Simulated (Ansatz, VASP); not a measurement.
This is a calculation of NbAs for VASP 6.6.1.

Contents of INCAR:

```
PREC = Accurate
ENCUT = 520
EDIFF = 1E-7
ISMEAR = 0
SIGMA = 0.028999999999999998
LREAL = F
LASPH = T
NELM = 60
ALGO = Normal
ISIF = 2
LWAVE = F
LCHARG = T
GGA = PE
LELF = T
LVHAR = T
NBANDS = 26
```

File KPOINTS:

```
Automatic mesh
0
Gamma
  11 11 11
```

Contents of POSCAR:

```
NbAs
1.0
   -1.7258500000      1.7258500000      5.8400000000
    1.7258500000     -1.7258500000      5.8400000000
    1.7258500000      1.7258500000     -5.8400000000
Nb As
2 2
Direct
    0.5000000000      0.0000000000      0.5000000000
    0.7500000000      0.7500000000      0.0000000000
    0.9160000000      0.4160000000      0.5000000000
    0.1660000000      0.1660000000      0.0000000000
```

Potentials or basis: VASP PAW PBE potentials, release 64 (Nb_sv, As).

The run is started by

```sh
$ cat potpaw_PBE.64/Nb_sv/POTCAR potpaw_PBE.64/As/POTCAR > POTCAR
$ mpirun -np 1 vasp_std > vasp.out
```

Task: Translate it to Ansatz 0.2.0. Potentials there: Ansatz PAW.

Result: As run (the cutoff follows the program's own potentials):

File input.yaml:

```yaml
crystal:
  lattice:
    - [-1.72585, 1.72585, 5.84]
    - [1.72585, -1.72585, 5.84]
    - [1.72585, 1.72585, -5.84]
  atoms:
    - { symbol: Nb, position: [0.5, 0.0, 0.5] }
    - { symbol: Nb, position: [0.75, 0.75, 0.0] }
    - { symbol: As, position: [0.916, 0.416, 0.5] }
    - { symbol: As, position: [0.166, 0.166, 0.0] }
hamiltonian:
  xc: pbe
  pseudopotentials: { kind: paw }
kpoints:
  mp_grid: { grid: [11, 11, 11] }
scf:
  occupations: { method: gaussian, width: 0.029 }
output:
  forces: true
  stress: true
  eigenvalues: true
```

Potentials or basis: Ansatz PAW.

Run with:

```bash
$ ansatz run input.yaml --threads 2 --pin off --max-ram 5632MiB --backend cpu --events-out ev --progress --plain --runs-dir out
```

Both were run:

|  | VASP | Ansatz | Ansatz less VASP |
| --- | --- | --- | --- |
| gap on the k mesh at the Fermi level (eV) | 0.02 | 0.02 | 0.000 |
| least direct gap on the mesh (eV) | 0.07 | 0.06 | -0.004 |
| pressure (GPa) | 3.3 | 3.3 | -0.02 |
| traceless stress, the component that is largest in VASP (GPa) | 0.39 | 0.42 | +0.031 |
| rms of the force components (eV/Å) | 0.174 | 0.174 | -0.0006 |

Atom by atom the forces differ by 0.001 eV/Å (rms over components). The functional is the same, so the differences come from potentials, cutoffs and numerics. VASP's potentials hold 36 valence electrons a cell and Ansatz's 56, so a difference there can come from the potentials and not from the codes.

Noted on Ansatz's run: odd divisions of the mesh miss points on the zone boundary, where band edges often lie, so the gap on the mesh can be too wide.
